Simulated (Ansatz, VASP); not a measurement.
## GaN: VASP beside Ansatz

File INCAR:

```
SYSTEM = GaN
ALGO = Normal
EDIFF = 1E-6
ENCUT = 520
GGA = PE
ISIF = 2
ISMEAR = -1
LASPH = .True.
LCHARG = .True.
LELF = .True.
LREAL = .False.
LVHAR = .True.
LWAVE = .False.
NBANDS = 16
NELM = 60
PREC = Accurate
SIGMA = 0.02
```

KPOINTS

```
k-points
0
Gamma
  13 13 13
  0 0 0
```

POSCAR

```
GaN
1.0
    0.0000000000      1.9925000000      1.9725750000
    1.9925000000      0.0000000000      1.9725750000
    1.9925000000      1.9925000000      0.0000000000
Ga N
1 1
Direct
    0.5000000000      0.5000000000      0.5000000000
    0.0000000000      0.0000000000      0.0000000000
```

Input for Ansatz:

```yaml
crystal:
  lattice:
    - [0.0, 1.9925, 1.972575]
    - [1.9925, 0.0, 1.972575]
    - [1.9925, 1.9925, 0.0]
  atoms:
    - { symbol: Ga, position: [0.5, 0.5, 0.5] }
    - { symbol: "N", position: [0.0, 0.0, 0.0] }
kpoints:
  mp_grid: { grid: [13, 13, 13] }
  band_path:
    path:
      - [0.0, 0.0, 0.0]
      - [0.0, 0.5, 0.5]
      - [0.25, 0.75, 0.5]
      - [0.0, 0.5, 0.0]
      - [0.0, 0.0, 0.0]
      - [0.5, 0.5, 0.0]
      - [0.3775380063, 0.6224619937, 0.0]
      - [-0.3775380063, 0.3775380063, 0.0]
      - [0.0, 0.0, 0.0]
    npoints: 5
scf:
  occupations: { method: fermi_dirac, width: 0.02 }
hamiltonian:
  xc: pbe
  pseudopotentials: { kind: all_electron, lapw: { basis_error: 0.001 } }
output:
  forces: true
  stress: true
  eigenvalues: true
```

Change from the starting cell: zz strain of -1 %.

Alike in both runs: task single point; functional PBE; k mesh 13 × 13 × 13; occupations fermi-dirac, width 0.02 eV; no spin polarisation.

|  | VASP | Ansatz |
| --- | --- | --- |
| version | VASP 6.6.1 | Ansatz 0.2.0 |
| potentials or method | VASP PAW PBE potentials, release 64 (Ga_d, N), cutoff 520 eV | all-electron LAPW, scalar-relativistic |

```csv
,VASP,Ansatz,Ansatz less VASP
gap on the k mesh at the Fermi level (eV),1.89,1.91,+0.019
pressure (GPa),75.2,74.2,-1.06
"traceless stress, the component that is largest in VASP (GPa)",3.65,3.69,+0.034
```

Both programs put the cell under a high pressure, so it lies far from rest at this level. Ansatz ran all-electron here, and VASP with PAW potentials.

Noted on VASP's run: the cell as given lies far from equilibrium.
